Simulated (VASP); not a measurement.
Write the native input for VASP 6.6.1 that does the following.

```
Task                   : relaxation of cell and atoms
Functional             : r2SCAN
Potentials or basis    : VASP PAW PBE potentials, release 64 (Si, Ni)
Cutoff                 : 600 eV
k mesh                 : 12 × 12 × 8
Occupations            : gaussian, width 0.1 eV
Spin                   : no spin polarisation
Target pressure        : 3 GPa
Dipole correction      : no
Further INCAR settings : ALGO = Normal; EDIFF = 1e-07; IBRION = 2; EDIFFG = -0.008; NSW = 70; ISIF = 3
```

Crystal: SiNi2.

```
Si Ni
1.0
     3.83336    0.00000    0.00000
    -1.91668    3.31979    0.00000
     0.00000    0.00000    4.88074
Si Ni
2 4
Direct
  0.33333 0.66667 0.75000
  0.66667 0.33333 0.25000
  0.00000 0.00000 0.00000
  0.00000 0.00000 0.50000
  0.33333 0.66667 0.25000
  0.66667 0.33333 0.75000
```

These files were run (other wordings do the same):

POSCAR

```
SiNi2
1.0
    3.8333628945      0.0000000000      0.0000000000
   -1.9166814472      3.3197896486      0.0000000000
    0.0000000000      0.0000000000      4.8807424863
Si Ni
2 4
Direct
    0.3333333333      0.6666666667      0.7500000000
    0.6666666667      0.3333333333      0.2500000000
    0.0000000000      0.0000000000      0.0000000000
    0.0000000000      0.0000000000      0.5000000000
    0.3333333333      0.6666666667      0.2500000000
    0.6666666667      0.3333333333      0.7500000000
```

INCAR.step1

```
PREC = Accurate
ENCUT = 600
ISMEAR = 0
SIGMA = 0.1
LREAL = F
LASPH = T
NELM = 60
GGA = PE
ALGO = Normal
EDIFF = 1E-4
LWAVE = T
LCHARG = F
KPAR = 4
```

INCAR.step2

```
PREC = Accurate
ENCUT = 600
EDIFF = 1E-7
ISMEAR = 0
SIGMA = 0.1
LREAL = F
LASPH = T
NELM = 60
ALGO = Normal
ISIF = 3
LWAVE = F
LCHARG = F
METAGGA = R2SCAN
LMIXTAU = T
IBRION = 2
NSW = 70
EDIFFG = -0.008
PSTRESS = 30.0
ISTART = 1
KPAR = 4
```

KPOINTS

```
regular mesh
0
Gamma
  12 12 8
```

Potentials or basis: VASP PAW PBE potentials, release 64 (Si, Ni).

The run is started by

```bash
$ cat potpaw_PBE.64/Si/POTCAR potpaw_PBE.64/Ni/POTCAR > POTCAR
$ cp INCAR.step1 INCAR
$ mpirun -np 4 vasp_std > vasp.out
$ cp INCAR.step2 INCAR
$ mpirun -np 4 vasp_std > vasp.out
```

Results of the run:

```json
{"Relaxed volume": "10.52 Å³/atom", "Relaxed cell": "a = 3.856 Å, b = 3.856 Å, c = 4.902 Å, α = 90.00°, β = 90.00°, γ = 120.00°", "Space group after relaxing (to 0.1 Å)": "P6_3/mmc (No. 194)", "Energy change on relaxing (the run minimises the enthalpy)": "-5.3 meV/atom", "Ionic steps": "3", "Pressure after relaxing": "3.0 GPa", "Band gap on the k mesh": "zero (bands 24 and 25 overlap by 3.73 eV)"}
```

Caveat: the cell is relaxed towards a set pressure, so the run minimises the enthalpy, not the energy; the PAW data sets were made with another functional, which shifts forces and pressure a little.

Wall time 24 min on 4 MPI ranks on Oxide Virtual Turin-like Processor, on a shared host, peak memory 0.31 GiB a rank.
